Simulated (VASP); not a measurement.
The system is ZrNbGe2.

```
Zr Nb Ge
1.0
     3.71740    0.00000    0.00000
     0.00000    3.71740    0.00000
     0.00000    0.00000    5.04052
Zr Nb Ge
1 1 2
Direct
  0.00000 0.00000 0.00000
  0.50000 0.50000 0.50000
  0.00000 0.00000 0.50000
  0.50000 0.50000 0.00000
```

```yaml
Program: VASP 6.6.1
Task: relaxation of cell and atoms
Functional: PBE
Potentials_or_basis: VASP PAW PBE potentials, release 64 (Zr_sv, Nb_sv, Ge_d)
Cutoff: 600 eV
k_mesh: 6 × 6 × 4
Occupations: gaussian, width 0.1 eV
Spin: no spin polarisation
```

At the start: pressure 16.4 GPa; volume 17.41 Å³/atom.

Problem. How do energy, volume and symmetry change on relaxing?

Solution. Over 4 steps the energy falls by 104.0 meV/atom and the volume is 19.33 Å³/atom (+11.0 %); space group P4/mmm (No. 123, to 0.05 Å).

The path:
| step | energy change (eV) | largest force (eV/Å) | pressure (GPa) | volume (Å³) |
| --- | --- | --- | --- | --- |
| 1 | 0.0000 | 0.0000 | 16.44 | 69.66 |
| 2 | 0.1759 | 0.0000 | -12.87 | 89.11 |
| 3 | -0.4155 | 0.0000 | -0.63 | 77.61 |
| 4 | -0.4161 | 0.0000 | -0.15 | 77.33 |

Final structure:
```cif
data_structure
_symmetry_space_group_name_H-M 'P 1'
_symmetry_Int_Tables_number 1
_cell_length_a 3.8092
_cell_length_b 3.8092
_cell_length_c 5.3291
_cell_angle_alpha 90.000
_cell_angle_beta 90.000
_cell_angle_gamma 90.000
_cell_volume 77.33
loop_
_atom_site_label
_atom_site_type_symbol
_atom_site_fract_x
_atom_site_fract_y
_atom_site_fract_z
_atom_site_occupancy
Zr1 Zr 0.00000 0.00000 0.00000 1
Nb1 Nb 0.50000 0.50000 0.50000 1
Ge1 Ge 0.00000 0.00000 0.50000 1
Ge2 Ge 0.50000 0.50000 0.00000 1
```
